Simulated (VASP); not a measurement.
# In (Im-3m) in VASP: notebook

In is run at these levels: PBEsol; tasks: single point.

Everything below comes from runs of VASP 6.6.1. Logs are shortened: lines on timing, memory, paths and dates and some standing lists are left out, and cuts for length are marked.

### 1 The cell of the first run

Symmetry: Im-3m, No. 229, cubic system. Conventional cell: a = 3.536 Å, b = 3.536 Å, c = 3.536 Å, α = 90.00°, β = 90.00°, γ = 90.00°. In (site symmetry m-3m) has 14 In at 3.06 to 3.54 Å within 4.0 Å.

### 2 Single point, PBEsol

The input, INCAR:

```
PREC = Accurate
ENCUT = 520
EDIFF = 1E-6
ISMEAR = -1
SIGMA = 0.05
LREAL = False
LASPH = True
NELM = 100
ALGO = Normal
ISIF = 2
LWAVE = False
LCHARG = True
GGA = PS
LELF = True
LVHAR = True
NBANDS = 12
```

The input, KPOINTS:

```
Automatic mesh
0
Gamma
  10 10 10
```

The input, POSCAR:

```
In
1.0
   -1.7680739989      1.7680739989      1.7680739989
    1.7680739989     -1.7680739989      1.7680739989
    1.7680739989      1.7680739989     -1.7680739989
In
1
Direct
    0.0000000000      0.0000000000      0.0000000000
```

Potentials or basis: VASP PAW PBE potentials, release 64 (In_d).

Launch:

```
$ cat potpaw_PBE.64/In_d/POTCAR > POTCAR
$ mpirun -np 1 vasp_std > vasp.out
```

OUTCAR:

```text
PREC = Accurate
   ENCUT = 520
   EDIFF = 1E-6
   ISMEAR = -1
   LREAL = False
   LASPH = True
   NELM = 100
   ISIF = 2
   GGA = PS

 ion  position               nearest neighbor table
   1  0.000  0.000  0.000-

  LATTYP: Found a body centered cubic cell.
 ALAT       =     3.5361479978

  Lattice vectors:

 A1 = (  -1.7680739989,   1.7680739989,   1.7680739989)
 A2 = (   1.7680739989,  -1.7680739989,   1.7680739989)
 A3 = (   1.7680739989,   1.7680739989,  -1.7680739989)

Analysis of symmetry for initial positions (statically):
=====================================================================
 Subroutine PRICEL returns:
 Original cell was already a primitive cell.

 Routine SETGRP: Setting up the symmetry group for a
 body centered cubic supercell.

 Subroutine GETGRP returns: Found 48 space group operations
 (whereof 48 operations were pure point group operations)
 out of a pool of 48 trial point group operations.

The static configuration has the point symmetry O_h .

Analysis of symmetry for dynamics (positions and initial velocities):
=====================================================================
 Subroutine PRICEL returns:
 Original cell was already a primitive cell.

 Routine SETGRP: Setting up the symmetry group for a
 body centered cubic supercell.

 Subroutine GETGRP returns: Found 48 space group operations
 (whereof 48 operations were pure point group operations)
 out of a pool of 48 trial point group operations.

The dynamic configuration has the point symmetry O_h .

 Subroutine INISYM returns: Found 48 space group operations
 (whereof 48 operations are pure point group operations),
 and found     1 'primitive' translations

----------------------------------------------------------------------------------------

                                     Primitive cell

  volume of cell :      22.1086

  direct lattice vectors                    reciprocal lattice vectors
    -1.768073999  1.768073999  1.768073999     0.000000000  0.282793594  0.282793594
     1.768073999 -1.768073999  1.768073999     0.282793594  0.000000000  0.282793594
     1.768073999  1.768073999 -1.768073999     0.282793594  0.282793594  0.000000000

  length of vectors
     3.062393998  3.062393998  3.062393998     0.399930536  0.399930536  0.399930536

  position of ions in fractional coordinates (direct lattice)
     0.000000000  0.000000000  0.000000000

  ion indices of the primitive-cell ions
   primitive index   ion index
                 1           1

----------------------------------------------------------------------------------------

 KPOINTS: Automatic mesh

Automatic generation of k-mesh.
 Grid dimensions read from file:
 generate k-points for:   10   10   10

 Generating k-lattice:

  Cartesian coordinates                     Fractional coordinates (reciprocal lattice)
     0.000000000  0.028279359  0.028279359     0.100000000  0.000000000  0.000000000
     0.028279359  0.000000000  0.028279359     0.000000000  0.100000000  0.000000000
     0.028279359  0.028279359  0.000000000     0.000000000  0.000000000  0.100000000

  Length of vectors
     0.039993054  0.039993054  0.039993054

  Shift w.r.t. Gamma in fractional coordinates (k-lattice)
     0.000000000  0.000000000  0.000000000

 Subroutine IBZKPT returns following result:
 ===========================================

 Found     47 irreducible k-points:

 Following reciprocal coordinates:
            Coordinates               Weight
  0.000000  0.000000  0.000000      1.000000
  0.100000  0.000000  0.000000     12.000000
  0.200000  0.000000  0.000000     12.000000
  0.300000  0.000000  0.000000     12.000000
  0.400000  0.000000  0.000000     12.000000
  0.500000  0.000000  0.000000      6.000000
[... 16 lines left out ...]
  0.300000  0.300000  0.100000      8.000000
 -0.300000  0.300000  0.100000     24.000000
 [... further k-points ...]
   k-points           NKPTS =     47   k-points in BZ     NKDIM =     47   number of bands    NBANDS=     12
   number of dos      NEDOS =    301   number of ions     NIONS =      1
   total plane-waves  NPLWV =  13824
   dimension x,y,z NGX =    24 NGY =   24 NGZ =   24
   dimension x,y,z NGXF=    48 NGYF=   48 NGZF=   48
   ions per type =               1
   NGX,Y,Z   is equivalent  to a cutoff of  13.03, 13.03, 13.03 a.u.
   NGXF,Y,Z  is equivalent  to a cutoff of  26.06, 26.06, 26.06 a.u.
 SYSTEM =  unknown system
   PREC   = accura    normal or accurate (medium, high low for compatibility)
   ISTART =      0    job   : 0-new  1-cont  2-samecut
   ICHARG =      2    charge: 1-file 2-atom 10-const
   ISPIN  =      1    spin polarized calculation?
   LNONCOLLINEAR =      F non collinear calculations
   LSORBIT =      F    spin-orbit coupling
   LASPH  =      T    aspherical Exc in radial PAW
   ENCUT  =  520.0 eV  38.22 Ry    6.18 a.u.   5.69  5.69  5.69*2*pi/ulx,y,z
   NELM   =    100;   NELMIN=  2; NELMDL= -5     # of ELM steps
   EDIFF  = 0.1E-05   stopping-criterion for ELM
   LREAL  =      F    real-space projection
   EDIFFG = 0.1E-04   stopping-criterion for IOM
   NSW    =      0    number of steps for IOM
   IBRION =     -1    ionic relax: 0-MD 1-quasi-New 2-CG
   NFREE  =      0    steps in history (QN), initial steepest desc. (CG)
   ISIF   =      2    stress and relaxation
   ISYM   =      2    0-nonsym 1-usesym 2-fastsym
   POTIM  = 0.5000    time-step for ionic-motion
   TEBEG  =    0.0;   TEEND  =   0.0 temperature during run
   PSTRESS=    0.0 pullay stress
   NELECT =      13.0000    total number of electrons
   NUPDOWN=      -1.0000    fix difference up-down
   EMIN   =  10.00;   EMAX   =-10.00  energy-range for DOS
   EFERMI =   0.00;   METHOD = LEGACY
   ISMEAR =    -1;   SIGMA  =   0.05  broadening in eV -4-tet -1-fermi 0-gaus
   EFERMI_NEDOS =   21; number of points for ismear=-14 and -15
   IALGO  =     38    algorithm
   IMIX   =      4    mixing-type and parameters
     AMIX     =   0.40;   BMIX     =  1.00
     AMIX_MAG =   1.60;   BMIX_MAG =  1.00
  volume/ion in A,a.u.               =      22.11       149.20
  Fermi-wavevector in a.u.,A,eV,Ry     =   1.371520  2.591797 25.593476  1.881067
  Thomas-Fermi vector in A             =   2.497210
   LORBIT       =      0    0 simple, 1 ext, 2 COOP (PROOUT), +10 PAW based schemes
   GGA     = PS    functional components
   LHFCALC =     F    Hartree Fock is set to
   AEXX    =    0.0000 exact exchange contribution
   IVDW    =     0    specifies the selected vdW correction
   LEPSILON=     F    determine dielectric tensor
   LRPA    =     F    only Hartree local field effects (RPA)
 non-spin polarized calculation
  energy-cutoff  :      520.00
  volume of cell :       22.11
 maximum number of plane-waves:       610
   NGX = 11   NGY = 11   NGZ = 11

 number of electron      12.9999992 magnetization

 Free energy of the ion-electron system (eV)
  ---------------------------------------------------
  ext. energy  EPLUGINS =         0.00000000
  ---------------------------------------------------
  free energy    TOTEN  =        -2.88017325 eV

  energy without entropy =       -2.87792286  energy(sigma->0) =       -2.87904805

 E-fermi :   9.4131     XC(G=0): -11.2357

 val. band max:        9.1772926663   @ k =   0.3000   0.3000   0.0000
 cond. band min:       9.4610458990   @ k =  -0.4000   0.4000   0.2000
 fundamental gap:      0.2837532327
 Fermi energy:         9.4131082840

 k-point     1 :       0.0000    0.0000    0.0000
  band No.  band energies     occupation
      1      -5.4127      2.00000
      2      -5.4127      2.00000
      3      -5.4127      2.00000
      4      -4.9861      2.00000
      5      -4.9861      2.00000
      6      -1.3887      2.00000
      7      22.5414      0.00000
      8      22.5414      0.00000
      9      22.5414      0.00000
     10      22.9209      0.00000
     11      22.9209      0.00000
     12      22.9209      0.00000

 k-point     2 :       0.1000    0.0000    0.0000
  band No.  band energies     occupation
      1      -5.4306      2.00000
      2      -5.4005      2.00000
      3      -5.3503      2.00000
      4      -5.0046      2.00000
      5      -4.9863      2.00000
      6      -1.1234      2.00000
      7      19.7441      0.00000
      8      21.2550      0.00000
      9      21.4927      0.00000
     10      22.4108      0.00000
     11      22.4397      0.00000
     12      23.1232      0.00000

 k-point     3 :       0.2000    0.0000    0.0000
  band No.  band energies     occupation
      1      -5.4770      2.00000
      2      -5.3917      2.00000
      3      -5.1829      2.00000
      4      -5.0394      2.00000
      5      -4.9862      2.00000
      6      -0.3110      2.00000
      7      15.7114      0.00000
      8      19.2869      0.00000
      9      19.8146      0.00000
     10      21.6638      0.00000
     11      21.7935      0.00000
     12      24.0402      0.00000
[... 286 lines left out ...]
 k-point    23 :       0.3000    0.3000    0.1000
  band No.  band energies     occupation
      1      -5.5049      2.00000
      2      -5.1921      2.00000
      3      -5.1921      2.00000
      4      -4.9756      2.00000
      5      -4.9756      2.00000
      6       7.0966      2.00000
      7       8.3461      2.00000
      8       8.3461      2.00000
      9      13.2761      0.00000
     10      27.1039      0.00000
     11      27.1039      0.00000
     12      29.3096      0.00000

 k-point    24 :      -0.3000    0.3000    0.1000
  band No.  band energies     occupation
      1      -5.4668      2.00000
      2      -5.3908      2.00000
      3      -5.1030      2.00000
      4      -5.0094      2.00000
      5      -4.9775      2.00000
      6       1.3411      2.00000
      7      12.1333      0.00000
      8      16.4708      0.00000
      9      17.5574      0.00000
     10      21.6119      0.00000
     11      22.5103      0.00000
     12      23.4832      0.00000

 [... further k-points ...]

------------------------ aborting loop because EDIFF is reached ----------------------------------------

  FORCE on cell =-STRESS in cart. coord.  units (eV):
  Direction    XX          YY          ZZ          XY          YZ          ZX
  --------------------------------------------------------------------------------------
  -------------------------------------------------------------------------------------
  Total        1.3644070      1.3644070      1.3644070     -0.0000000      0.0000000     -0.0000000
  in kB       98.8765285     98.8765285     98.8765285     -0.0000000      0.0000000     -0.0000000
  external PRESSURE =      98.8765285 kB  Pullay stress =       0.0000000 kB

 VOLUME and BASIS-vectors are now :
 -----------------------------------------------------------------------------
  energy-cutoff  :      520.00
  volume of cell :       22.11
      direct lattice vectors                 reciprocal lattice vectors
    -1.768073999  1.768073999  1.768073999     0.000000000  0.282793594  0.282793594
     1.768073999 -1.768073999  1.768073999     0.282793594  0.000000000  0.282793594
     1.768073999  1.768073999 -1.768073999     0.282793594  0.282793594  0.000000000

 POSITION                                       TOTAL-FORCE (eV/Angst)
 -----------------------------------------------------------------------------------
      0.00000      0.00000      0.00000        -0.000000      0.000000      0.000000
 -----------------------------------------------------------------------------------
    total drift:                               -0.000000      0.000000      0.000000

  FREE ENERGIE OF THE ION-ELECTRON SYSTEM (eV)
  ---------------------------------------------------
  free  energy   TOTEN  =        -2.8801732507 eV

  energy  without entropy=       -2.8779228565  energy(sigma->0) =       -2.87904805
```

Run time: 6.2 s. Hardware: 1 thread of AMD EPYC 9R45 (Zen 5), shared host; peak memory 0.11 GiB.

Results:

```yaml
Free_energy: -2.8802 eV
Pressure: 9.9 GPa
```

Caveat: the PAW data sets were made with another functional, which shifts forces and pressure a little; spin-orbit coupling is left out, which moves the levels of the heavy elements.

### 3 Single point, PBEsol

This run uses another cell than the first one, of 23.52 Å³/atom, 1.064 times its volume.

The input, INCAR:

```
PREC     = Accurate       # precision mode
ENCUT    = 520            # plane-wave cutoff, eV
EDIFF    = 1E-6           # SCF threshold, eV
ISMEAR   = -1             # smearing method
SIGMA    = 0.05           # smearing width, eV
LREAL    = F              # projectors in reciprocal space
LASPH    = T              # aspherical terms in the spheres
NELM     = 100            # most SCF steps
ALGO     = Normal         # electronic algorithm
ISIF     = 2              # what is computed and relaxed
LWAVE    = F              # write WAVECAR
LCHARG   = F              # write CHGCAR
GGA      = PS             # functional
NBANDS   = 12             # bands
```

The input, KPOINTS:

```
regular mesh
0
Gamma
  10 10 10
```

The input, POSCAR:

```
In
1.0
   -1.8048551356      1.8048551356      1.8048551356
    1.8048551356     -1.8048551356      1.8048551356
    1.8048551356      1.8048551356     -1.8048551356
In
1
Direct
    0.0000000000      0.0000000000      0.0000000000
```

Potentials or basis: VASP PAW PBE potentials, release 64 (In_d).

Launch:

```
$ cat potpaw_PBE.64/In_d/POTCAR > POTCAR
$ mpirun -np 1 vasp_std > vasp.out
```

Run time: 5.4 s. Hardware: 1 thread of AMD EPYC 9R45 (Zen 5), shared host; peak memory 0.11 GiB.

It converged, with:

```
Free energy : -2.9452 eV
Pressure    : 5.0 GPa
```

Levels at points of the mesh, in eV from the Fermi level:
```tsv
k point	band 4	band 5	band 6	band 7	band 8	band 9
(0.00, 0.00, 0.00)	-14.32	-14.32	-10.28	12.39	12.39	12.39
(0.50, 0.00, 0.00)	-14.32	-14.09	-3.88	-3.61	6.47	7.76
(0.50, 0.50, 0.50)	-14.14	-14.14	1.29	1.29	1.29	1.88
```

Caveat: the PAW data sets were made with another functional, which shifts forces and pressure a little; spin-orbit coupling is left out, which moves the levels of the heavy elements.

[end of part 1 of 2]
